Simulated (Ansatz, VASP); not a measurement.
# CdTe in VASP and in Ansatz

The input INCAR:

```
SYSTEM = CdTe
PREC = Accurate
ENCUT = 520
EDIFF = 1E-7
ISMEAR = 0
SIGMA = 0.05
LREAL = .FALSE.
LASPH = .TRUE.
NELM = 60
ALGO = Normal
ISIF = 2
LWAVE = .FALSE.
LCHARG = .FALSE.
GGA = PS
NBANDS = 16
```

The input KPOINTS:

```
regular mesh
0
G
  10 10 10
  0 0 0
```

POSCAR

```
CdTe
1.0
    0.0000000000      3.2424561863      3.2424561863
    3.2424561863      0.0000000000      3.2424561863
    3.2424561863      3.2424561863      0.0000000000
Cd Te
1 1
Direct
    0.0000000000      0.0000000000      0.0000000000
    0.2500000000      0.2500000000      0.2500000000
```

Input for Ansatz:

```yaml
crystal:
  lattice:
    - [0.0, 3.2424561863, 3.2424561863]
    - [3.2424561863, 0.0, 3.2424561863]
    - [3.2424561863, 3.2424561863, 0.0]
  atoms:
    - { symbol: Cd, position: [0.0, 0.0, 0.0] }
    - { symbol: Te, position: [0.25, 0.25, 0.25] }
basis:
  ecutwfc: 420
  ecutrho_ratio: 4
kpoints:
  mp_grid: { grid: [10, 10, 10] }
hamiltonian:
  xc: pbesol
scf:
  occupations: { method: gaussian, width: 0.05 }
output:
  forces: true
  stress: true
  eigenvalues: true
```

Alike in both runs: task single point; functional PBEsol; k mesh 10 × 10 × 10; occupations gaussian, width 0.05 eV; no spin polarisation.

|  | VASP | Ansatz |
| --- | --- | --- |
| version | VASP 6.6.1 | Ansatz 0.2.0 |
| potentials or method | VASP PAW PBE potentials, release 64 (Cd, Te), cutoff 520 eV | scalar-relativistic, plane waves, PAW |
| valence electrons in the cell | 18 | 36 |

```csv
,VASP,Ansatz,Ansatz less VASP
gap on the k mesh at the Fermi level (eV),0.66,0.65,-0.002
least direct gap on the mesh (eV),0.66,0.65,-0.002
pressure (GPa),0.2,0.1,-0.16
```

VASP's potentials were made for PBE, not for PBEsol. VASP's potentials hold 18 valence electrons a cell and Ansatz's 36, so a difference there can come from the potentials and not from the codes.

Neither program's run includes spin-orbit coupling.
